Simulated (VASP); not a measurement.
Runs of VASP 6.6.1 on MoS2. The structure is that of space group P6_3/mmc (No. 194), or close to it. The cells are those of the table. 

```tsv
cell	gap on the mesh (eV)	pressure (GPa)	largest force (eV/Å)
a = 3.211, b = 3.211, c = 12.486 Å, angles 90.0, 90.0, 120.0°, 6 atoms	(c)	(b)	0.66
a = 3.115, b = 3.115, c = 12.115 Å, angles 90.0, 90.0, 120.0°, 6 atoms	(a)	10.5	0.79
a = 3.148, b = 3.148, c = 12.241 Å, angles 90.0, 90.0, 120.0°, 6 atoms	0.98	5.1	0.25
a = 3.180, b = 3.180, c = 12.365 Å, angles 90.0, 90.0, 120.0°, 6 atoms	1.00	0.4	0.23
a = 3.241, b = 3.241, c = 12.605 Å, angles 90.0, 90.0, 120.0°, 6 atoms	1.03	-7.0	1.04
```

Alike in all rows: task single point; level PBE; potentials or basis VASP PAW PBE potentials, release 64 (Mo_sv, S); no spin polarisation; k mesh 8 × 8 × 2; cutoff (eV) 520; smearing methfessel-paxton 0.05 eV.

Problem. Estimate the missing entries.

Solution. (a) 0.96; (b) -3.6; (c) 1.01.

Caveats: this functional lacks dispersion, which binds the layers, so the pressure and a relaxed spacing across them are unreliable; the cell stands under tension (at least some runs); the cell stands under pressure (at least some runs); forces of over 1 eV/Å act on the atoms, so gaps and moduli don't describe the material at rest (at least some runs).

A k mesh can miss the band edges, and the runs leave out spin-orbit coupling on Mo.
